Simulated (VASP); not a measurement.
## CaMg: single point with LDA

The system is CaMg.

```
Ca Mg
1.0
     3.76181    0.00000    0.00000
     0.00000    3.76181    0.00000
     0.00000    0.00000    3.76181
Ca Mg
1 1
Direct
  0.02138 0.00000 0.00000
  0.46475 0.50000 0.50000
```

This cell differs from its parent crystal: atoms displaced along a vibrational mode, the cell strained.

```
Program                : VASP 6.6.1
Task                   : single point
Functional             : LDA
Potentials or basis    : VASP PAW LDA potentials, release 64 (Ca_sv, Mg)
Cutoff                 : 520 eV
k mesh                 : 12 × 12 × 12
Occupations            : gaussian, width 0.15 eV
Spin                   : no spin polarisation
Dipole correction      : no
Further INCAR settings : ALGO = Fast; EDIFF = 1e-07; NBANDS = 13
```

```yaml
Pressure: 2.8 GPa
Largest_force: 0.650 eV/Å
Band_gap_on_the_k_mesh: zero (bands 6 and 7 overlap by 1.32 eV)
```

Forces in eV/Å, atoms in the order of the input:
```
Ca  -0.650  0.000  0.000
Mg   0.650  0.000  0.000
```

Stress tensor (GPa, compression positive):
```
2.32 0.00 0.00
0.00 3.04 0.00
0.00 0.00 3.04
```

Levels at points of the mesh, in eV from the Fermi level:
| k point | band 3 | band 4 | band 5 | band 6 | band 7 | band 8 | band 9 | band 10 |
| --- | --- | --- | --- | --- | --- | --- | --- | --- |
| (0.00, 0.00, 0.00) | -21.93 | -21.93 | -5.51 | 0.86 | 0.86 | 4.10 | 4.10 | 4.13 |
| (0.50, 0.00, 0.00) | -21.92 | -21.92 | -3.02 | -2.54 | 1.70 | 2.43 | 2.43 | 4.34 |
| (0.00, 0.50, 0.00) | -21.92 | -21.92 | -2.98 | -2.58 | 1.72 | 2.38 | 2.44 | 4.35 |
| (0.50, 0.50, 0.00) | -22.04 | -21.90 | -2.01 | -0.22 | -0.18 | 0.40 | 2.96 | 3.01 |
| (0.00, 0.50, 0.50) | -22.04 | -21.90 | -2.04 | -0.18 | -0.18 | 0.38 | 3.03 | 3.03 |
| (0.50, 0.50, 0.50) | -22.03 | -22.02 | -0.50 | -0.46 | -0.46 | 1.97 | 3.17 | 3.17 |

It took 60 s on 1 thread of Intel(R) Xeon(R) 6975P-C (Granite Rapids), on a shared host, peak memory 0.26 GiB.

Caveat: the cell differs from its parent crystal (atoms displaced along a vibrational mode, the cell strained).
